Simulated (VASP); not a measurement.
**C: single point with LDA**

C, a slab with vacuum:

```xyz
4
Lattice="2.4562 0.0000 0.0000 -1.2281 2.1272 0.0000 0.0000 0.0000 24.1340" Properties=species:S:1:pos:R:3 pbc="T T T"
C     0.0000    0.0000   13.7677
C     0.0000    0.0000   10.3663
C     0.0000    1.4181   10.3661
C     1.2281    0.7091   13.7678
```

```
Program             : VASP 6.6.1
Task                : single point
Functional          : LDA
Potentials or basis : VASP PAW LDA potentials, release 64 (C)
Cutoff              : 520 eV
k mesh              : 12 × 12 × 1
Occupations         : fermi-dirac, width 0.1 eV
Spin                : no spin polarisation
```

```yaml
Largest_force: 0.022 eV/Å
Band_gap_on_the_k_mesh: zero (filled and empty bands touch)
```

Forces in eV/Å, atoms in the order of the input:
```
C    0.000  0.000 -0.022
C    0.000  0.000  0.022
C    0.000  0.000  0.003
C    0.000  0.000 -0.003
```

Levels at points of the mesh, in eV from the Fermi level:
| k point | band 5 | band 6 | band 7 | band 8 | band 9 | band 10 | band 11 | band 12 |
| --- | --- | --- | --- | --- | --- | --- | --- | --- |
| (0.00, 0.00, 0.00) | -3.02 | -3.02 | -3.01 | -3.01 | 3.46 | 4.01 | 4.57 | 5.29 |
| (0.50, 0.00, 0.00) | -6.43 | -6.41 | -2.56 | -2.22 | 1.48 | 1.84 | 7.48 | 7.67 |

Run time: 19 s on 1 thread of Intel(R) Xeon(R) 6975P-C (Granite Rapids), with other jobs on the host, peak memory 0.19 GiB.
